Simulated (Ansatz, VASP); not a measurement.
One calculation of Rb, two programs

```xyz
1
Lattice="-2.8811 2.8811 2.4812 2.8811 -2.8811 2.4812 2.8811 2.8811 -2.4812" Properties=species:S:1:pos:R:3 pbc="T T T"
Rb    0.0000    0.0000    0.0000
```

Alike in both runs: task single point; functional LDA; k mesh 14 × 14 × 14; occupations gaussian, width 0.15 eV; no spin polarisation.

```csv
,VASP,Ansatz
version,VASP 6.6.1,Ansatz 0.2.0
potentials or method,"VASP PAW LDA potentials, release 64 (Rb_sv), cutoff 520 eV","scalar-relativistic, plane waves, PAW"
valence electrons in the cell,9,9
```

```tsv
	VASP	Ansatz	Ansatz less VASP
gap on the k mesh at the Fermi level (eV)	none	none	-
pressure (GPa)	-0.2	-0.2	0.00
traceless stress, the component that is largest in VASP (GPa)	0.11	0.11	-0.001
```

LDA's correlation is that of Perdew and Zunger in VASP and of Perdew and Wang (1992) in Ansatz. A gap of «none» marks a metal or a gap that the smearing closes.
